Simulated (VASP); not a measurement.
# W: single point with PBE

Crystal: W.

```
W
1.0
    -1.54821    1.54821    1.54821
     1.54821   -1.54821    1.54821
     1.54821    1.54821   -1.54821
W
1
Cartesian
  0.0000 0.0000 0.0000
```

- Program: VASP 6.6.1
- Task: single point
- Functional: PBE
- Potentials or basis: VASP PAW PBE potentials, release 64 (W_sv)
- Cutoff: 520 eV
- k mesh: 22 × 22 × 22
- Occupations: gaussian, width 0.15 eV
- Spin: no spin polarisation
- Dipole correction: no
- Further INCAR settings: ALGO = Normal; EDIFF = 1e-06; NBANDS = 13

The pressure is 31.0 GPa and the band gap on the k mesh is zero (band 7 reaches 18.08 eV, above the bottom of band 8 at 11.07 eV).

Levels at points of the mesh, in eV from the Fermi level:
```tsv
k point	band 3	band 4	band 5	band 6	band 7	band 8	band 9	band 10	band 11	band 12
(0.00, 0.00, 0.00)	-37.58	-37.58	-10.02	-1.37	-1.37	-1.37	2.40	2.40	14.64	14.64
(0.50, 0.00, 0.00)	-38.09	-37.59	-6.74	-3.92	0.91	2.34	3.40	6.74	11.63	12.18
(0.50, 0.50, 0.50)	-38.68	-38.68	-6.41	-6.41	5.64	5.64	5.64	8.78	8.78	8.78
```

Wall time 23 s on 1 thread of Intel Xeon 6975P-C, on a shared host, peak memory 0.18 GiB.

Caveat: spin-orbit coupling is left out, which moves the levels of the heavy elements.
